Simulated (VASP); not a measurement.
**MgO (zincblende type): single point with PBE**

The system is MgO (zincblende type).

```
Mg O
1.0
     0.00000    2.30620    2.30620
     2.30620    0.00000    2.30620
     2.30620    2.30620    0.00000
Mg O
1 1
Cartesian
  0.0000 0.0000 0.0000
  1.1531 1.1531 1.1531
```

```yaml
Program: VASP 6.6.1
Task: single point
Functional: PBE
Potentials_or_basis: VASP PAW PBE potentials, release 64 (Mg, O)
Cutoff: 520 eV
k_mesh: 15 × 15 × 15
Occupations: fermi-dirac, width 0.08 eV
Spin: no spin polarisation
```

| Property | Result |
| --- | --- |
| Pressure | -0.4 GPa |
| Band gap on the k mesh | 3.46 eV, direct |

Levels at points of the mesh, in eV from the valence-band top:
| k point | band 2 | band 3 | band 4 | band 5 | band 6 | band 7 |
| --- | --- | --- | --- | --- | --- | --- |
| (0.00, 0.00, 0.00) | 0.00 | 0.00 | 0.00 | 3.46 | 16.47 | 16.47 |

Wall time 8.6 s on 1 thread of Intel(R) Xeon(R) 6975P-C (Granite Rapids), with other jobs on the host, peak memory 0.16 GiB.

A k mesh can miss the band edges.
